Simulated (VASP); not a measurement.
Here is a VASP 6.6.1 calculation.

File INCAR:

```
SYSTEM = SnSe
  PREC = Accurate
  ENCUT = 520
  EDIFF = 1E-6
  ISMEAR = 0
  SIGMA = 0.05
  LREAL = Auto
  LASPH = .True.
  NELM = 80
  ALGO = Normal
  ISIF = 2
  LWAVE = .False.
  LCHARG = .False.
  GGA = PE
  NBANDS = 182
```

The input KPOINTS:

```
regular mesh
0
Gamma
  1 1 1
  0 0 0
```

Contents of POSCAR:

```
SnSe
1.0
   -8.5706540000      8.5706540000      0.0000000000
    8.5706550000      8.5706550000      0.0000000000
    4.2853270000     -4.2853270000    -10.9906920000
Sn Se
16 16
Direct
    0.6888850000      0.1250000000      0.6277700000
    0.1888850000      0.1250000000      0.6277700000
    0.9388850000      0.3750000000      0.6277700000
    0.4388850000      0.3750000000      0.6277700000
    0.1888850000      0.6250000000      0.6277700000
    0.6888850000      0.6250000000      0.6277700000
    0.4388850000      0.8750000000      0.6277700000
    0.9388850000      0.8750000000      0.6277700000
    0.8111150000      0.1250000000      0.3722300000
    0.3111150000      0.1250000000      0.3722300000
    0.0611150000      0.3750000000      0.3722300000
    0.5611150000      0.3750000000      0.3722300000
    0.3111150000      0.6250000000      0.3722300000
    0.8111150000      0.6250000000      0.3722300000
    0.5611150000      0.8750000000      0.3722300000
    0.0611150000      0.8750000000      0.3722300000
    0.5669800000      0.1250000000      0.3839600000
    0.0669800000      0.1250000000      0.3839600000
    0.8169800000      0.3750000000      0.3839600000
    0.3169800000      0.3750000000      0.3839600000
    0.0669800000      0.6250000000      0.3839600000
    0.5669800000      0.6250000000      0.3839600000
    0.3169800000      0.8750000000      0.3839600000
    0.8169800000      0.8750000000      0.3839600000
    0.9330200000      0.1250000000      0.6160400000
    0.4330200000      0.1250000000      0.6160400000
    0.1830200000      0.3750000000      0.6160400000
    0.6830200000      0.3750000000      0.6160400000
    0.4330200000      0.6250000000      0.6160400000
    0.9330200000      0.6250000000      0.6160400000
    0.6830200000      0.8750000000      0.6160400000
    0.1830200000      0.8750000000      0.6160400000
```

Potentials or basis: VASP PAW PBE potentials, release 64 (Sn_d, Se).

Command:

```sh
$ cat potpaw_PBE.64/Sn_d/POTCAR potpaw_PBE.64/Se/POTCAR > POTCAR
$ mpirun -np 1 vasp_gam > vasp.out
```

**Question.** Estimate the largest force.

**Answer.** 0.654 eV/Å.

**Question.** Predict the band gap on the k mesh.

**Answer.** 1.66 eV.

Forces in eV/Å, atoms in the order of the input:
```
Sn   0.000  0.000  0.112
Sn   0.000  0.000  0.112
Sn   0.000  0.000  0.112
Sn   0.000  0.000  0.112
Sn   0.000  0.000  0.112
Sn   0.000  0.000  0.112
Sn   0.000  0.000  0.112
Sn   0.000  0.000  0.112
Sn   0.000  0.000 -0.112
Sn   0.000  0.000 -0.112
Sn   0.000  0.000 -0.112
Sn   0.000  0.000 -0.112
Sn   0.000  0.000 -0.112
Sn   0.000  0.000 -0.112
Sn   0.000  0.000 -0.112
Sn   0.000  0.000 -0.112
Se   0.000  0.000 -0.654
Se   0.000  0.000 -0.654
Se   0.000  0.000 -0.654
Se   0.000  0.000 -0.654
Se   0.000  0.000 -0.654
Se   0.000  0.000 -0.654
Se   0.000  0.000 -0.654
Se   0.000  0.000 -0.654
Se   0.000  0.000  0.654
Se   0.000  0.000  0.654
Se   0.000  0.000  0.654
Se   0.000  0.000  0.654
Se   0.000  0.000  0.654
Se   0.000  0.000  0.654
Se   0.000  0.000  0.654
Se   0.000  0.000  0.654
```

Caveat: the k points lie up to 0.59 Å⁻¹ apart; spin-orbit coupling is left out, which moves the levels of the heavy elements.
